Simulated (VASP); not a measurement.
# Rb (Im-3m) in VASP: further runs, part 2 of 2

VASP 6.6.1.

### Step 3. Single point, PBEsol (78.72 Å³/atom)

This run uses another cell than the first one, of 78.72 Å³/atom.

Input file INCAR:

```
  PREC = Accurate
  ENCUT = 520
  EDIFF = 1E-6
  ISMEAR = 0
  SIGMA = 0.1
  LREAL = F
  LASPH = T
  NELM = 80
  ALGO = Normal
  ISIF = 2
  LWAVE = F
  LCHARG = T
  GGA = PS
  LELF = T
  LVHAR = T
  NBANDS = 10
```

Input file KPOINTS:

```
Automatic mesh
0
Gamma
  10 10 10
```

Input file POSCAR:

```
Rb
1.0
   -2.6998751606      2.6998751606      2.6998751606
    2.6998751606     -2.6998751606      2.6998751606
    2.6998751606      2.6998751606     -2.6998751606
Rb
1
Direct
    0.0000000000      0.0000000000      0.0000000000
```

Potentials or basis: VASP PAW PBE potentials, release 64 (Rb_sv).

The run is started by

```
$ cat potpaw_PBE.64/Rb_sv/POTCAR > POTCAR
$ mpirun -np 1 vasp_std > vasp.out
```

OUTCAR:

```text
PREC = Accurate
   ENCUT = 520
   EDIFF = 1E-6
   ISMEAR = 0
   LREAL = F
   LASPH = T
   NELM = 80
   ISIF = 2
   GGA = PS

 ion  position               nearest neighbor table
   1  0.000  0.000  0.000-

  LATTYP: Found a body centered cubic cell.
 ALAT       =     5.3997503212

  Lattice vectors:

 A1 = (  -2.6998751606,   2.6998751606,   2.6998751606)
 A2 = (   2.6998751606,  -2.6998751606,   2.6998751606)
 A3 = (   2.6998751606,   2.6998751606,  -2.6998751606)

Analysis of symmetry for initial positions (statically):
=====================================================================
 Subroutine PRICEL returns:
 Original cell was already a primitive cell.

 Routine SETGRP: Setting up the symmetry group for a
 body centered cubic supercell.

 Subroutine GETGRP returns: Found 48 space group operations
 (whereof 48 operations were pure point group operations)
 out of a pool of 48 trial point group operations.

The static configuration has the point symmetry O_h .

Analysis of symmetry for dynamics (positions and initial velocities):
=====================================================================
 Subroutine PRICEL returns:
 Original cell was already a primitive cell.

 Routine SETGRP: Setting up the symmetry group for a
 body centered cubic supercell.

 Subroutine GETGRP returns: Found 48 space group operations
 (whereof 48 operations were pure point group operations)
 out of a pool of 48 trial point group operations.

The dynamic configuration has the point symmetry O_h .

 Subroutine INISYM returns: Found 48 space group operations
 (whereof 48 operations are pure point group operations),
 and found     1 'primitive' translations

----------------------------------------------------------------------------------------

                                     Primitive cell

  volume of cell :      78.7211

  direct lattice vectors                    reciprocal lattice vectors
    -2.699875161  2.699875161  2.699875161     0.000000000  0.185193748  0.185193748
     2.699875161 -2.699875161  2.699875161     0.185193748  0.000000000  0.185193748
     2.699875161  2.699875161 -2.699875161     0.185193748  0.185193748  0.000000000

  length of vectors
     4.676320952  4.676320952  4.676320952     0.261903510  0.261903510  0.261903510

  position of ions in fractional coordinates (direct lattice)
     0.000000000  0.000000000  0.000000000

  ion indices of the primitive-cell ions
   primitive index   ion index
                 1           1

----------------------------------------------------------------------------------------

 KPOINTS: Automatic mesh

Automatic generation of k-mesh.
 Grid dimensions read from file:
 generate k-points for:   10   10   10

 Generating k-lattice:

  Cartesian coordinates                     Fractional coordinates (reciprocal lattice)
     0.000000000  0.018519375  0.018519375     0.100000000  0.000000000  0.000000000
     0.018519375  0.000000000  0.018519375     0.000000000  0.100000000  0.000000000
     0.018519375  0.018519375  0.000000000     0.000000000  0.000000000  0.100000000

  Length of vectors
     0.026190351  0.026190351  0.026190351

  Shift w.r.t. Gamma in fractional coordinates (k-lattice)
     0.000000000  0.000000000  0.000000000

 Subroutine IBZKPT returns following result:
 ===========================================

 Found     47 irreducible k-points:

 Following reciprocal coordinates:
            Coordinates               Weight
  0.000000  0.000000  0.000000      1.000000
  0.100000  0.000000  0.000000     12.000000
  0.200000  0.000000  0.000000     12.000000
  0.300000  0.000000  0.000000     12.000000
  0.400000  0.000000  0.000000     12.000000
  0.500000  0.000000  0.000000      6.000000
[... 16 lines left out ...]
  0.300000  0.300000  0.100000      8.000000
 -0.300000  0.300000  0.100000     24.000000
 [... further k-points ...]
   k-points           NKPTS =     47   k-points in BZ     NKDIM =     47   number of bands    NBANDS=     10
   number of dos      NEDOS =    301   number of ions     NIONS =      1
   total plane-waves  NPLWV =  46656
   dimension x,y,z NGX =    36 NGY =   36 NGZ =   36
   dimension x,y,z NGXF=    72 NGYF=   72 NGZF=   72
   ions per type =               1
   NGX,Y,Z   is equivalent  to a cutoff of  12.80, 12.80, 12.80 a.u.
   NGXF,Y,Z  is equivalent  to a cutoff of  25.60, 25.60, 25.60 a.u.
 SYSTEM =  unknown system
   PREC   = accura    normal or accurate (medium, high low for compatibility)
   ISTART =      0    job   : 0-new  1-cont  2-samecut
   ICHARG =      2    charge: 1-file 2-atom 10-const
   ISPIN  =      1    spin polarized calculation?
   LNONCOLLINEAR =      F non collinear calculations
   LSORBIT =      F    spin-orbit coupling
   LASPH  =      T    aspherical Exc in radial PAW
   ENCUT  =  520.0 eV  38.22 Ry    6.18 a.u.   8.69  8.69  8.69*2*pi/ulx,y,z
   NELM   =     80;   NELMIN=  2; NELMDL= -5     # of ELM steps
   EDIFF  = 0.1E-05   stopping-criterion for ELM
   LREAL  =      F    real-space projection
   EDIFFG = 0.1E-04   stopping-criterion for IOM
   NSW    =      0    number of steps for IOM
   IBRION =     -1    ionic relax: 0-MD 1-quasi-New 2-CG
   NFREE  =      0    steps in history (QN), initial steepest desc. (CG)
   ISIF   =      2    stress and relaxation
   ISYM   =      2    0-nonsym 1-usesym 2-fastsym
   POTIM  = 0.5000    time-step for ionic-motion
   TEBEG  =    0.0;   TEEND  =   0.0 temperature during run
   PSTRESS=    0.0 pullay stress
   NELECT =       9.0000    total number of electrons
   NUPDOWN=      -1.0000    fix difference up-down
   EMIN   =  10.00;   EMAX   =-10.00  energy-range for DOS
   EFERMI =   0.00;   METHOD = LEGACY
   ISMEAR =     0;   SIGMA  =   0.10  broadening in eV -4-tet -1-fermi 0-gaus
   EFERMI_NEDOS =   21; number of points for ismear=-14 and -15
   IALGO  =     38    algorithm
   IMIX   =      4    mixing-type and parameters
     AMIX     =   0.40;   BMIX     =  1.00
     AMIX_MAG =   1.60;   BMIX_MAG =  1.00
  volume/ion in A,a.u.               =      78.72       531.24
  Fermi-wavevector in a.u.,A,eV,Ry     =   0.794557  1.501496  8.589652  0.631322
  Thomas-Fermi vector in A             =   1.900713
   LORBIT       =      0    0 simple, 1 ext, 2 COOP (PROOUT), +10 PAW based schemes
   GGA     = PS    functional components
   LHFCALC =     F    Hartree Fock is set to
   AEXX    =    0.0000 exact exchange contribution
   IVDW    =     0    specifies the selected vdW correction
   LEPSILON=     F    determine dielectric tensor
   LRPA    =     F    only Hartree local field effects (RPA)
 non-spin polarized calculation
 Gauss-broadening in eV      SIGMA  =   0.10
  energy-cutoff  :      520.00
  volume of cell :       78.72
 maximum number of plane-waves:      2131
   NGX = 17   NGY = 17   NGZ = 17

 number of electron       9.0000000 magnetization

 Free energy of the ion-electron system (eV)
  ---------------------------------------------------
  ext. energy  EPLUGINS =         0.00000000
  ---------------------------------------------------
  free energy    TOTEN  =        -1.01652726 eV

  energy without entropy =       -1.01010702  energy(sigma->0) =       -1.01331714

 E-fermi :   0.2925     XC(G=0):  -5.8954

 val. band max:        0.2901775128   @ k =   0.3000   0.2000  -0.0000
 cond. band min:       0.2928875924   @ k =  -0.3000   0.4000   0.2000
 fundamental gap:      0.0027100796
 Fermi energy:         0.2924791873

 k-point     1 :       0.0000    0.0000    0.0000
  band No.  band energies     occupation
      1     -28.5003      2.00000
      2     -12.5281      2.00000
      3     -12.5281      2.00000
      4     -12.5281      2.00000
      5      -1.8897      2.00000
      6       4.0936      0.00000
      7       4.0936      0.00000
      8       4.0936      0.00000
      9       5.1495      0.00000
     10       5.1495      0.00000
[... 287 lines left out ...]
 k-point    24 :      -0.3000    0.3000    0.1000
  band No.  band energies     occupation
      1     -28.4941      2.00000
      2     -12.6310      2.00000
      3     -12.5674      2.00000
      4     -12.5402      2.00000
      5      -0.6475      2.00000
      6       2.4587      0.00000
      7       3.2607      0.00000
      8       4.2355      0.00000
      9       5.2016      0.00000
     10       5.6570      0.00000

 [... further k-points ...]

------------------------ aborting loop because EDIFF is reached ----------------------------------------

  FORCE on cell =-STRESS in cart. coord.  units (eV):
  Direction    XX          YY          ZZ          XY          YZ          ZX
  --------------------------------------------------------------------------------------
  -------------------------------------------------------------------------------------
  Total        0.1637993      0.1637993      0.1637993      0.0000000      0.0000000     -0.0000000
  in kB        3.3337392      3.3337392      3.3337392      0.0000000      0.0000000     -0.0000000
  external PRESSURE =       3.3337392 kB  Pullay stress =       0.0000000 kB

 VOLUME and BASIS-vectors are now :
 -----------------------------------------------------------------------------
  energy-cutoff  :      520.00
  volume of cell :       78.72
      direct lattice vectors                 reciprocal lattice vectors
    -2.699875161  2.699875161  2.699875161     0.000000000  0.185193748  0.185193748
     2.699875161 -2.699875161  2.699875161     0.185193748  0.000000000  0.185193748
     2.699875161  2.699875161 -2.699875161     0.185193748  0.185193748  0.000000000

 POSITION                                       TOTAL-FORCE (eV/Angst)
 -----------------------------------------------------------------------------------
      0.00000      0.00000      0.00000         0.000000      0.000000     -0.000000
 -----------------------------------------------------------------------------------
    total drift:                               -0.000000     -0.000000      0.000000

  FREE ENERGIE OF THE ION-ELECTRON SYSTEM (eV)
  ---------------------------------------------------
  free  energy   TOTEN  =        -1.0165272559 eV

  energy  without entropy=       -1.0101070157  energy(sigma->0) =       -1.01331714
```

OSZICAR:

```text
N       E                     dE             d eps       ncg     rms          rms(c)
DAV:   1     0.426207207651E+02    0.42621E+02   -0.34452E+03   940   0.674E+02
DAV:   2     0.152725254676E+01   -0.41093E+02   -0.39985E+02  1046   0.124E+02
DAV:   3    -0.923806283359E+00   -0.24511E+01   -0.24434E+01  1236   0.320E+01
DAV:   4    -0.101639772348E+01   -0.92591E-01   -0.92491E-01  1304   0.538E+00
DAV:   5    -0.101773288518E+01   -0.13352E-02   -0.13349E-02  1244   0.594E-01    0.139E+00
DAV:   6    -0.101652696323E+01    0.12059E-02   -0.28426E-03  1280   0.291E-01    0.852E-01
DAV:   7    -0.101646048002E+01    0.66483E-04   -0.45915E-03  1272   0.375E-01    0.688E-02
DAV:   8    -0.101652021306E+01   -0.59733E-04   -0.19197E-04  1076   0.116E-01    0.169E-02
DAV:   9    -0.101652740797E+01   -0.71949E-05   -0.11446E-05  1336   0.229E-02    0.525E-03
DAV:  10    -0.101652725594E+01    0.15204E-06   -0.35400E-06  1056   0.109E-02
   1 F= -.10165273E+01 E0= -.10133171E+01  d E =-.642024E-02
```

It took 52 s on 1 thread of AMD EPYC 7R13, shared host; peak memory 0.18 GiB.

Results:

| Item | Value |
| --- | --- |
| Free energy | -1.0165 eV |
| Pressure | 0.3 GPa |
| Band gap on the k mesh | zero (an odd number of electrons rules out a gap without spin polarisation) |

Levels at points of the mesh, in eV from the Fermi level:
| k point | band 1 | band 2 | band 3 | band 4 | band 5 | band 6 | band 7 | band 8 | band 9 |
| --- | --- | --- | --- | --- | --- | --- | --- | --- | --- |
| (0.00, 0.00, 0.00) | -28.79 | -12.82 | -12.82 | -12.82 | -2.18 | 3.80 | 3.80 | 3.80 | 4.86 |
| (0.50, 0.00, 0.00) | -28.78 | -12.98 | -12.87 | -12.82 | 0.19 | 0.90 | 2.59 | 4.57 | 5.55 |
| (0.50, 0.50, 0.50) | -28.78 | -12.93 | -12.93 | -12.93 | 1.15 | 1.15 | 3.63 | 3.63 | 3.63 |

Caveat: the PAW data sets were made with another functional, which shifts forces and pressure a little.

### Step 4. Single point, PBEsol (81.32 Å³/atom)

This run uses another cell than the first one, of 81.32 Å³/atom.

Input file INCAR:

```
SYSTEM = Rb
PREC = Accurate
ENCUT = 520
EDIFF = 1E-7
ISMEAR = 0
SIGMA = 0.1
LREAL = .FALSE.
LASPH = .TRUE.
NELM = 80
ALGO = Fast
ISIF = 2
LWAVE = .FALSE.
LCHARG = .FALSE.
GGA = PS
NBANDS = 10
```

Input file KPOINTS:

```
Automatic mesh
0
G
  10 10 10
  0 0 0
```

Input file POSCAR:

```
Rb
1.0
   -2.7292239290      2.7292239290      2.7292239290
    2.7292239290     -2.7292239290      2.7292239290
    2.7292239290      2.7292239290     -2.7292239290
Rb
1
Direct
    0.0000000000      0.0000000000      0.0000000000
```

The run is started by

```
$ cat potpaw_PBE.64/Rb_sv/POTCAR > POTCAR
$ mpirun -np 1 vasp_std > vasp.out
```

It took 73 s on 1 thread of AMD EPYC 7R13, shared host; peak memory 0.18 GiB.

Results (log left out):

| Property | Result |
| --- | --- |
| Free energy | -1.0209 eV |
| Pressure | 0.2 GPa |
| Band gap on the k mesh | zero (an odd number of electrons rules out a gap without spin polarisation) |

Levels at points of the mesh, in eV from the Fermi level:
```tsv
k point	band 3	band 4	band 5	band 6	band 7	band 8
(0.00, 0.00, 0.00)	-12.84	-12.84	-2.13	3.78	3.78	3.78
(0.50, 0.00, 0.00)	-12.88	-12.84	0.20	0.87	2.59	4.50
(0.50, 0.50, 0.50)	-12.94	-12.94	1.18	1.18	3.54	3.54
```

Caveat: the PAW data sets were made with another functional, which shifts forces and pressure a little.

### Step 5. Summary

```tsv
cell	k mesh	gap on the mesh (eV)	pressure (GPa)
a = 4.854 Å, angles 109.5°, 1 atom	4 × 4 × 4	none	0.0
a = 4.676 Å, angles 109.5°, 1 atom	10 × 10 × 10	none	0.3
a = 4.727 Å, angles 109.5°, 1 atom	10 × 10 × 10	none	0.2
```

Alike in all rows: task single point; level PBEsol; potentials or basis VASP PAW PBE potentials, release 64 (Rb_sv); no spin polarisation; cutoff (eV) 520; smearing gaussian 0.1 eV.

Caveats: some runs use coarse meshes; the PAW data sets were made with another functional, which shifts forces and pressure a little.

Absolute energies hang on the potentials; compare differences alone.
